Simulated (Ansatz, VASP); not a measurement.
# One calculation of HfPb5O2, two programs

File INCAR:

```
SYSTEM = HfPb5O2
  PREC = Accurate
  ENCUT = 600
  EDIFF = 1E-7
  ISMEAR = 0
  SIGMA = 0.2
  LREAL = .False.
  LASPH = .True.
  NELM = 120
  ALGO = Normal
  ISIF = 3
  LWAVE = .False.
  LCHARG = .False.
  GGA = PE
  IBRION = 2
  NSW = 36
  EDIFFG = -0.08
  GGA_COMPAT = .False.
  NELMIN = 4
```

File KPOINTS:

```
Automatic mesh
0
Gamma
  5 5 2
  0 0 0
```

File POSCAR:

```
HfPb5O2
1.0
    3.5500000000      0.0000000000      0.0000000000
    0.0000000000      3.5500000000      0.0000000000
    0.0000000000      0.0000000000     14.5000000000
Hf Pb O
1 5 2
Direct
    0.0000000000      0.0000000000      0.0000000000
    0.5000000000      0.5000000000      0.1750000000
    0.5000000000      0.5000000000      0.8250000000
    0.0000000000      0.0000000000      0.6600000000
    0.5000000000      0.5000000000      0.5000000000
    0.0000000000      0.0000000000      0.3400000000
    0.5000000000      0.0000000000      0.9240000000
    0.0000000000      0.5000000000      0.0760000000
```

Input for Ansatz:

```yaml
crystal:
  lattice:
    - [3.55, 0.0, 0.0]
    - [0.0, 3.55, 0.0]
    - [0.0, 0.0, 14.5]
  atoms:
    - { symbol: Hf, position: [0.0, 0.0, 0.0] }
    - { symbol: Pb, position: [0.5, 0.5, 0.175] }
    - { symbol: Pb, position: [0.5, 0.5, 0.825] }
    - { symbol: Pb, position: [0.0, 0.0, 0.66] }
    - { symbol: Pb, position: [0.5, 0.5, 0.5] }
    - { symbol: Pb, position: [0.0, 0.0, 0.34] }
    - { symbol: O, position: [0.5, 0.0, 0.924] }
    - { symbol: O, position: [0.0, 0.5, 0.076] }
basis:
  ecutwfc: 420
kpoints:
  mp_grid: { grid: [5, 5, 2] }
hamiltonian:
  xc: pbe
scf:
  occupations: { method: gaussian, width: 0.2 }
  lower_state_search: "off"
output:
  forces: true
  stress: true
  eigenvalues: true
relax:
  adjacent_minimum: "off"
  f_tol: 0.08
  max_steps: 16
  cell: { stress_tol: 0.8 }
```

Alike in both runs: task relaxation of cell and atoms; functional PBE; k mesh 5 × 5 × 2; occupations gaussian, width 0.2 eV; no spin polarisation.

|  | VASP | Ansatz |
| --- | --- | --- |
| version | VASP 6.6.1 | Ansatz 0.2.0 |
| potentials or method | VASP PAW PBE potentials, release 64 (Hf_pv, Pb_d, O), cutoff 600 eV | scalar-relativistic, plane waves, PAW |
| valence electrons in the cell | 92 | 108 |

Ansatz gave:

| Property | Result |
| --- | --- |
| gap on the k mesh at the Fermi level, each at its own relaxed structure (eV) | none |
| relaxed volume (Å³/atom) | 28.14 |
| relaxed cell length with the largest relative difference (Å) | 3.477 |

Q: What did VASP give for the same quantities?

A: gap on the k mesh at the Fermi level, each at its own relaxed structure (eV): none; relaxed volume (Å³/atom): 27.52; relaxed cell length with the largest relative difference (Å): 3.442.

A gap of «none» marks a metal or a gap that the smearing closes. VASP's potentials hold 92 valence electrons a cell and Ansatz's 108, so a difference there can come from the potentials and not from the codes.

Spin-orbit coupling is off throughout. Noted on VASP's run: the volume moved by over 15 % at a fixed basis, so the end points are rough.
